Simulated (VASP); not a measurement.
# TiAl (Pmmm) in VASP: notebook

TiAl is run at these levels: PBEsol; tasks: single point.

Everything below comes from runs of VASP 6.6.1. Logs are shortened: lines on timing, memory, paths and dates and some standing lists are left out, and cuts for length are marked.

### Step 1. The cell of the first run

It takes space group Pmmm (No. 47, orthorhombic). Conventional cell: a = 3.156 Å, b = 3.272 Å, c = 3.503 Å, α = 90.00°, β = 90.00°, γ = 90.00°. Within 3.8 Å of Ti (site symmetry mmm) lie 8 Al at 2.87 Å and 6 Ti at 3.16 to 3.50 Å. Within 3.8 Å of Al (site symmetry mmm) lie 8 Ti at 2.87 Å and 6 Al at 3.16 to 3.50 Å.

### Step 2. Single point, PBEsol (normal strain along x +0.0367, normal strain along y +0.1100)

INCAR reads:

```
SYSTEM = TiAl
ALGO     = Fast           ! electronic algorithm
EDIFF    = 1E-6           ! SCF threshold, eV
ENCUT    = 520            ! plane-wave cutoff, eV
GGA      = PS             ! functional
ISIF     = 2              ! what is computed and relaxed
ISMEAR   = 0              ! smearing method
LASPH    = .TRUE.         ! aspherical terms in the spheres
LCHARG   = .FALSE.        ! write CHGCAR
LREAL    = .FALSE.        ! projectors in reciprocal space
LWAVE    = .FALSE.        ! write WAVECAR
NBANDS   = 14             ! bands
NELM     = 100            ! most SCF steps
PREC     = Accurate       ! precision mode
SIGMA    = 0.15           ! smearing width, eV
```

KPOINTS reads:

```
k-points
0
G
  14 14 14
  0 0 0
```

POSCAR reads:

```
TiAl
1.0
    3.2719030624      0.0000000000      0.0000000000
    0.0000000000      3.5032433677      0.0000000000
    0.0000000000      0.0000000000      3.1560751060
Ti Al
1 1
Direct
    0.0000000000      0.0000000000      0.0000000000
    0.5000000000      0.5000000000      0.5000000000
```

Potentials or basis: VASP PAW PBE potentials, release 64 (Ti_sv, Al).

Launch:

```sh
cat potpaw_PBE.64/Ti_sv/POTCAR potpaw_PBE.64/Al/POTCAR > POTCAR
mpirun -np 1 vasp_std > vasp.out
```

OUTCAR:

```text
SYSTEM = TiAl
   EDIFF = 1E-6
   ENCUT = 520
   GGA = PS
   ISIF = 2
   ISMEAR = 0
   LASPH = .TRUE.
   LREAL = .FALSE.
   NELM = 100
   PREC = Accurate

 ion  position               nearest neighbor table
   1  0.000  0.000  0.000-   2 2.87   2 2.87   2 2.87   2 2.87   2 2.87   2 2.87   2 2.87   2 2.87

   2  0.500  0.500  0.500-   1 2.87   1 2.87   1 2.87   1 2.87   1 2.87   1 2.87   1 2.87   1 2.87

  LATTYP: Found a simple orthorhombic cell.
 ALAT       =     3.1560751060
 B/A-ratio  =     1.0367000000
 C/A-ratio  =     1.1100000000

  Lattice vectors:

 A1 = (   0.0000000000,   0.0000000000,   3.1560751060)
 A2 = (   3.2719030624,   0.0000000000,   0.0000000000)
 A3 = (   0.0000000000,   3.5032433677,   0.0000000000)

Analysis of symmetry for initial positions (statically):
=====================================================================
 Subroutine PRICEL returns:
 Original cell was already a primitive cell.

 Routine SETGRP: Setting up the symmetry group for a
 simple orthorhombic supercell.

 Subroutine GETGRP returns: Found  8 space group operations
 (whereof  8 operations were pure point group operations)
 out of a pool of  8 trial point group operations.

The static configuration has the point symmetry D_2h.

Analysis of symmetry for dynamics (positions and initial velocities):
=====================================================================
 Subroutine PRICEL returns:
 Original cell was already a primitive cell.

 Routine SETGRP: Setting up the symmetry group for a
 simple orthorhombic supercell.

 Subroutine GETGRP returns: Found  8 space group operations
 (whereof  8 operations were pure point group operations)
 out of a pool of  8 trial point group operations.

The dynamic configuration has the point symmetry D_2h.

 Subroutine INISYM returns: Found  8 space group operations
 (whereof  8 operations are pure point group operations),
 and found     1 'primitive' translations

----------------------------------------------------------------------------------------

                                     Primitive cell

  volume of cell :      36.1758

  direct lattice vectors                    reciprocal lattice vectors
     3.271903062  0.000000000  0.000000000     0.305632527  0.000000000  0.000000000
     0.000000000  3.503243368  0.000000000     0.000000000  0.285449766  0.000000000
     0.000000000  0.000000000  3.156075106     0.000000000  0.000000000  0.316849240

  length of vectors
     3.271903062  3.503243368  3.156075106     0.305632527  0.285449766  0.316849240

  position of ions in fractional coordinates (direct lattice)
     0.000000000  0.000000000  0.000000000
     0.500000000  0.500000000  0.500000000

  ion indices of the primitive-cell ions
   primitive index   ion index
                 1           1
                 2           2

----------------------------------------------------------------------------------------

 KPOINTS: k-points

Automatic generation of k-mesh.
 Grid dimensions read from file:
 generate k-points for:   14   14   14

 Generating k-lattice:

  Cartesian coordinates                     Fractional coordinates (reciprocal lattice)
     0.021830895  0.000000000  0.000000000     0.071428571  0.000000000  0.000000000
     0.000000000  0.020389269  0.000000000     0.000000000  0.071428571  0.000000000
     0.000000000  0.000000000  0.022632089     0.000000000  0.000000000  0.071428571

  Length of vectors
     0.021830895  0.020389269  0.022632089

  Shift w.r.t. Gamma in fractional coordinates (k-lattice)
     0.000000000  0.000000000  0.000000000

 Subroutine IBZKPT returns following result:
 ===========================================

 Found    512 irreducible k-points:

 Following reciprocal coordinates:
            Coordinates               Weight
  0.000000  0.000000  0.000000      1.000000
  0.071429  0.000000  0.000000      2.000000
  0.142857  0.000000  0.000000      2.000000
  0.214286  0.000000  0.000000      2.000000
  0.285714  0.000000  0.000000      2.000000
  0.357143  0.000000  0.000000      2.000000
[... 16 lines left out ...]
  0.428571  0.142857  0.000000      4.000000
  0.500000  0.142857  0.000000      2.000000
 [... further k-points ...]
   k-points           NKPTS =    512   k-points in BZ     NKDIM =    512   number of bands    NBANDS=     14
   number of dos      NEDOS =    301   number of ions     NIONS =      2
   total plane-waves  NPLWV =  16128
   dimension x,y,z NGX =    24 NGY =   28 NGZ =   24
   dimension x,y,z NGXF=    48 NGYF=   56 NGZF=   48
   ions per type =               1   1
   NGX,Y,Z   is equivalent  to a cutoff of  12.19, 13.29, 12.64 a.u.
   NGXF,Y,Z  is equivalent  to a cutoff of  24.39, 26.57, 25.28 a.u.
 SYSTEM =  TiAl
   PREC   = accura    normal or accurate (medium, high low for compatibility)
   ISTART =      0    job   : 0-new  1-cont  2-samecut
   ICHARG =      2    charge: 1-file 2-atom 10-const
   ISPIN  =      1    spin polarized calculation?
   LNONCOLLINEAR =      F non collinear calculations
   LSORBIT =      F    spin-orbit coupling
   LASPH  =      T    aspherical Exc in radial PAW
   ENCUT  =  520.0 eV  38.22 Ry    6.18 a.u.   6.08  6.51  5.87*2*pi/ulx,y,z
   NELM   =    100;   NELMIN=  2; NELMDL= -5     # of ELM steps
   EDIFF  = 0.1E-05   stopping-criterion for ELM
   LREAL  =      F    real-space projection
   EDIFFG = 0.1E-04   stopping-criterion for IOM
   NSW    =      0    number of steps for IOM
   IBRION =     -1    ionic relax: 0-MD 1-quasi-New 2-CG
   NFREE  =      0    steps in history (QN), initial steepest desc. (CG)
   ISIF   =      2    stress and relaxation
   ISYM   =      2    0-nonsym 1-usesym 2-fastsym
   POTIM  = 0.5000    time-step for ionic-motion
   TEBEG  =    0.0;   TEEND  =   0.0 temperature during run
   PSTRESS=    0.0 pullay stress
   NELECT =      15.0000    total number of electrons
   NUPDOWN=      -1.0000    fix difference up-down
   EMIN   =  10.00;   EMAX   =-10.00  energy-range for DOS
   EFERMI =   0.00;   METHOD = LEGACY
   ISMEAR =     0;   SIGMA  =   0.15  broadening in eV -4-tet -1-fermi 0-gaus
   EFERMI_NEDOS =   21; number of points for ismear=-14 and -15
   IALGO  =     68    algorithm
   IMIX   =      4    mixing-type and parameters
     AMIX     =   0.40;   BMIX     =  1.00
     AMIX_MAG =   1.60;   BMIX_MAG =  1.00
  volume/ion in A,a.u.               =      18.09       122.06
  Fermi-wavevector in a.u.,A,eV,Ry     =   1.220766  2.306914 20.276362  1.490271
  Thomas-Fermi vector in A             =   2.355972
   LORBIT       =      0    0 simple, 1 ext, 2 COOP (PROOUT), +10 PAW based schemes
   GGA     = PS    functional components
   LHFCALC =     F    Hartree Fock is set to
   AEXX    =    0.0000 exact exchange contribution
   IVDW    =     0    specifies the selected vdW correction
   LEPSILON=     F    determine dielectric tensor
   LRPA    =     F    only Hartree local field effects (RPA)
 non-spin polarized calculation
 RMM-DIIS sequential band-by-band and
 Gauss-broadening in eV      SIGMA  =   0.15
  energy-cutoff  :      520.00
  volume of cell :       36.18
 maximum number of plane-waves:       998
   NGX = 13   NGY = 13   NGZ = 11

 number of electron      14.9999998 magnetization

 Free energy of the ion-electron system (eV)
  ---------------------------------------------------
  ext. energy  EPLUGINS =         0.00000000
  ---------------------------------------------------
  free energy    TOTEN  =       -12.81558872 eV

  energy without entropy =      -12.78271187  energy(sigma->0) =      -12.79915029

 E-fermi :   7.4173     XC(G=0): -10.6830

 val. band max:        7.4163441157   @ k =   0.2857   0.0714   0.0000
 cond. band min:       7.4207682665   @ k =   0.1429   0.1429   0.3571
 fundamental gap:      0.0044241508
 Fermi energy:         7.4172738871

 k-point     1 :       0.0000    0.0000    0.0000
  band No.  band energies     occupation
      1     -49.4211      2.00000
      2     -25.7838      2.00000
      3     -25.7219      2.00000
      4     -25.6631      2.00000
      5      -1.2562      2.00000
      6       6.1767      2.00000
      7       6.3725      2.00000
      8       8.8251      0.00000
      9       9.0145      0.00000
     10       9.2611      0.00000
     11      10.0232      0.00000
     12      11.6388      0.00000
     13      12.6082      0.00000
     14      15.2772      0.00000

 k-point     2 :       0.0714    0.0000    0.0000
  band No.  band energies     occupation
      1     -49.4206      2.00000
      2     -25.7833      2.00000
      3     -25.7280      2.00000
      4     -25.6626      2.00000
      5      -1.1809      2.00000
      6       6.1866      2.00000
      7       6.3591      2.00000
      8       8.6000      0.00000
      9       9.0230      0.00000
     10       9.1748      0.00000
     11      10.3051      0.00000
     12      11.2492      0.00000
     13      12.7503      0.00000
     14      15.1796      0.00000

 k-point     3 :       0.1429    0.0000    0.0000
  band No.  band energies     occupation
      1     -49.4193      2.00000
      2     -25.7816      2.00000
      3     -25.7451      2.00000
      4     -25.6612      2.00000
      5      -0.9569      2.00000
      6       6.0922      2.00000
      7       6.3882      2.00000
      8       8.1920      0.00000
      9       8.9584      0.00000
     10       9.0469      0.00000
     11      10.5216      0.00000
     12      10.8858      0.00000
     13      13.1366      0.00000
     14      15.0291      0.00000
[... 324 lines left out ...]
 k-point    23 :       0.4286    0.1429    0.0000
  band No.  band energies     occupation
      1     -49.4109      2.00000
      2     -25.8365      2.00000
      3     -25.7840      2.00000
      4     -25.6526      2.00000
      5       1.4051      2.00000
      6       3.4493      2.00000
      7       6.6614      2.00000
      8       7.0920      1.99783
      9       8.1610      0.00000
     10       9.0253      0.00000
     11      10.0327      0.00000
     12      12.4311      0.00000
     13      13.9441      0.00000
     14      16.1523      0.00000

 k-point    24 :       0.5000    0.1429    0.0000
  band No.  band energies     occupation
      1     -49.4104      2.00000
      2     -25.8424      2.00000
      3     -25.7834      2.00000
      4     -25.6521      2.00000
      5       1.8495      2.00000
      6       2.9355      2.00000
      7       6.7244      2.00000
      8       7.0423      1.99959
      9       8.1184      0.00000
     10       9.0367      0.00000
     11      10.0723      0.00000
     12      12.8004      0.00000
     13      13.5522      0.00000
     14      16.0318      0.00000

 [... further k-points ...]

------------------------ aborting loop because EDIFF is reached ----------------------------------------

  FORCE on cell =-STRESS in cart. coord.  units (eV):
  Direction    XX          YY          ZZ          XY          YZ          ZX
  --------------------------------------------------------------------------------------
  -------------------------------------------------------------------------------------
  Total       -3.2380026     -1.9664024     -3.1956312      0.0000000      0.0000000      0.0000000
  in kB     -143.4067871    -87.0893243   -141.5302167      0.0000000      0.0000000      0.0000000
  external PRESSURE =    -124.0087760 kB  Pullay stress =       0.0000000 kB

 VOLUME and BASIS-vectors are now :
 -----------------------------------------------------------------------------
  energy-cutoff  :      520.00
  volume of cell :       36.18
      direct lattice vectors                 reciprocal lattice vectors
     3.271903062  0.000000000  0.000000000     0.305632527  0.000000000  0.000000000
     0.000000000  3.503243368  0.000000000     0.000000000  0.285449766  0.000000000
     0.000000000  0.000000000  3.156075106     0.000000000  0.000000000  0.316849240

 POSITION                                       TOTAL-FORCE (eV/Angst)
 -----------------------------------------------------------------------------------
      0.00000      0.00000      0.00000         0.000000      0.000000      0.000000
      1.63595      1.75162      1.57804         0.000000      0.000000      0.000000
 -----------------------------------------------------------------------------------
    total drift:                               -0.000000      0.000000      0.000000

  FREE ENERGIE OF THE ION-ELECTRON SYSTEM (eV)
  ---------------------------------------------------
  free  energy   TOTEN  =       -12.8155887163 eV

  energy  without entropy=      -12.7827118737  energy(sigma->0) =      -12.79915029
```

Wall time 2.1 min (1 thread of Intel Xeon 6975P-C (Granite Rapids), shared host); peak memory 0.36 GiB.

Results:

| Property | Result |
| --- | --- |
| Free energy | -12.8156 eV |
| Pressure | -12.4 GPa |

Stress tensor (GPa, compression positive):
```
-14.34   0.00   0.00
  0.00  -8.71   0.00
  0.00   0.00 -14.15
```

Caveat: the cell differs from its parent crystal (normal strain along x +0.0367, normal strain along y +0.1100); the PAW data sets were made with another functional, which shifts forces and pressure a little.

### Step 3. Single point, PBEsol (normal strain along x +0.0733, normal strain along y +0.1100)

INCAR reads:

```
PREC = Accurate ; ENCUT = 520
EDIFF = 1E-7 ; ISMEAR = 0
SIGMA = 0.15 ; LREAL = F
LASPH = T ; NELM = 60
ALGO = Fast ; ISIF = 2
LWAVE = F ; LCHARG = F
GGA = PS ; NBANDS = 14
```

KPOINTS reads:

```
Automatic mesh
0
Gamma
  14 14 14
```

Edit POSCAR of step 2 so:

```diff
@@ -2,3 +2,3 @@
 1.0
-    3.2719030624      0.0000000000      0.0000000000
+    3.3874154113      0.0000000000      0.0000000000
     0.0000000000      3.5032433677      0.0000000000
```

Potentials or basis: VASP PAW PBE potentials, release 64 (Ti_sv, Al).

Launch:

```sh
cat potpaw_PBE.64/Ti_sv/POTCAR potpaw_PBE.64/Al/POTCAR > POTCAR
mpirun -np 1 vasp_std > vasp.out
```

OUTCAR:

```text
PREC = Accurate
   ENCUT = 520
   EDIFF = 1E-7
   ISMEAR = 0
   LREAL = F
   LASPH = T
   NELM = 60
   ISIF = 2
   GGA = PS

 ion  position               nearest neighbor table
   1  0.000  0.000  0.000-   2 2.90   2 2.90   2 2.90   2 2.90   2 2.90   2 2.90   2 2.90   2 2.90

   2  0.500  0.500  0.500-   1 2.90   1 2.90   1 2.90   1 2.90   1 2.90   1 2.90   1 2.90   1 2.90

  LATTYP: Found a simple orthorhombic cell.
 ALAT       =     3.1560751060
 B/A-ratio  =     1.0733000000
[... 602 lines left out ...]

  FORCE on cell =-STRESS in cart. coord.  units (eV):
  Direction    XX          YY          ZZ          XY          YZ          ZX
  --------------------------------------------------------------------------------------
  -------------------------------------------------------------------------------------
  Total       -3.5421684     -2.7869271     -3.7159250      0.0000000      0.0000000     -0.0000000
  in kB     -151.5282785   -119.2202697   -158.9613059      0.0000000      0.0000000     -0.0000000
  external PRESSURE =    -143.2366180 kB  Pullay stress =       0.0000000 kB

 VOLUME and BASIS-vectors are now :
 -----------------------------------------------------------------------------
  energy-cutoff  :      520.00
  volume of cell :       37.45
      direct lattice vectors                 reciprocal lattice vectors
     3.387415411  0.000000000  0.000000000     0.295210324  0.000000000  0.000000000
     0.000000000  3.503243368  0.000000000     0.000000000  0.285449766  0.000000000
     0.000000000  0.000000000  3.156075106     0.000000000  0.000000000  0.316849240

 POSITION                                       TOTAL-FORCE (eV/Angst)
 -----------------------------------------------------------------------------------
      0.00000      0.00000      0.00000         0.000000      0.000000      0.000000
      1.69371      1.75162      1.57804         0.000000      0.000000      0.000000
 -----------------------------------------------------------------------------------
    total drift:                               -0.000000     -0.000000     -0.000000

  FREE ENERGIE OF THE ION-ELECTRON SYSTEM (eV)
  ---------------------------------------------------
  free  energy   TOTEN  =       -12.6975319082 eV

  energy  without entropy=      -12.6622953289  energy(sigma->0) =      -12.67991362
```

stdout:

```text
POSCAR found type information on POSCAR TiAl
 POSCAR found :  2 types and       2 ions
 scaLAPACK will be used
 -----------------------------------------------------------------------------
|                                                                             |
|                                                                             |
[... 44 lines left out ...]
 num prob WARNING in EDDRMM: call to ZHEGV failed, returncode =   6  3      6
WARNING in EDDRMM: call to ZHEGV failed, returncode =   8  4     13
 num prob RMM:  32    -0.126975318262E+02   -0.12945E-06   -0.13826E-06 11399   0.304E-03    0.120E-04
WARNING in EDDRMM: call to ZHEGV failed, returncode =   8  4     12
WARNING in EDDRMM: call to ZHEGV failed, returncode =   6  3     13
WARNING in EDDRMM: call to ZHEGV failed, returncode =   8  4      8
 num prob WARNING in EDDRMM: call to ZHEGV failed, returncode =   8  4      2
```

Run time: 4 min. Hardware: 1 thread of Intel Xeon 6975P-C (Granite Rapids), shared host; peak memory 0.38 GiB.

Results:

* Free energy: -12.6975 eV
* Pressure: -14.3 GPa

Stress tensor (GPa, compression positive):
```
-15.15   0.00   0.00
  0.00 -11.92   0.00
  0.00   0.00 -15.90
```

Caveat: the cell differs from its parent crystal (normal strain along x +0.0733, normal strain along y +0.1100); the PAW data sets were made with another functional, which shifts forces and pressure a little.
